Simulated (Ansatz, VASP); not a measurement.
# One calculation of Ge, two programs

The input INCAR:

```
  PREC = Accurate
  ENCUT = 520
  EDIFF = 1E-6
  ISMEAR = -1
  SIGMA = 0.05
  LREAL = False
  LASPH = True
  NELM = 80
  ALGO = Normal
  ISIF = 2
  LWAVE = False
  LCHARG = False
  GGA = RP
  NBANDS = 21
```

The input KPOINTS:

```
Automatic mesh
0
Gamma
  8 8 8
```

The input POSCAR:

```
Ge
1.0
    0.0000000000      2.8661367691      2.8661367691
    2.8661367691      0.0000000000      2.8661367691
    2.8661367691      2.8661367691      0.0000000000
Ge
2
Direct
    0.7500000000      0.7500000000      0.7500000000
    0.5000000000      0.5000000000      0.5000000000
```

The input input.yaml:

```yaml
crystal:
  lattice:
    - [0.0, 2.8661367691, 2.8661367691]
    - [2.8661367691, 0.0, 2.8661367691]
    - [2.8661367691, 2.8661367691, 0.0]
  atoms:
    - { symbol: Ge, position: [0.75, 0.75, 0.75] }
    - { symbol: Ge, position: [0.5, 0.5, 0.5] }
hamiltonian:
  xc: rpbe
  pseudopotentials: { kind: paw }
kpoints:
  mp_grid: { grid: [8, 8, 8] }
scf:
  occupations: { method: fermi_dirac, width: 0.05 }
output:
  forces: true
  stress: true
  eigenvalues: true
```

Alike in both runs: task single point; functional RPBE; k mesh 8 × 8 × 8; occupations fermi-dirac, width 0.05 eV; no spin polarisation.

|  | VASP | Ansatz |
| --- | --- | --- |
| version | VASP 6.6.1 | Ansatz 0.2.0 |
| potentials or method | VASP PAW PBE potentials, release 64 (Ge_d) | Ansatz PAW |
| plane-wave cutoff (eV) | 520 | 420 |
| valence electrons in the cell | 28 | 28 |

Ansatz gave:

| Quantity | Value |
| --- | --- |
| gap on the k mesh at the Fermi level (eV) | none |
| pressure (GPa) | 2.6 |

**Question.** Estimate VASP's values.

**Answer.** gap on the k mesh at the Fermi level (eV): none; pressure (GPa): 2.5.

VASP's potentials were made for PBE, not for RPBE. A gap of «none» marks a metal or a gap that the smearing closes.
